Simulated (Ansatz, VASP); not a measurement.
One calculation of Ta, two programs

```
Ta
1.0
     0.00000    2.07648    2.07648
     2.07648    0.00000    2.07648
     2.07648    2.07648    0.00000
Ta
1
Direct
  0.00000 0.00000 0.00000
```

Change from the starting cell: volume scaled by 0.95, LAPW.

Alike in both runs: task single point; functional PBE; k mesh 16 × 16 × 16; occupations fermi-dirac, width 0.1 eV; no spin polarisation.

|  | VASP | Ansatz |
| --- | --- | --- |
| version | VASP 6.6.1 | Ansatz 0.2.0 |
| potentials or method | VASP PAW PBE potentials, release 64 (Ta_pv), cutoff 520 eV | all-electron LAPW, scalar-relativistic |

VASP gave:

| Property | Result |
| --- | --- |
| pressure (GPa) | 10.8 |

Estimate Ansatz's values.

pressure (GPa): 10.7.

Ansatz ran all-electron here, and VASP with PAW potentials.

Spin-orbit coupling is off throughout.
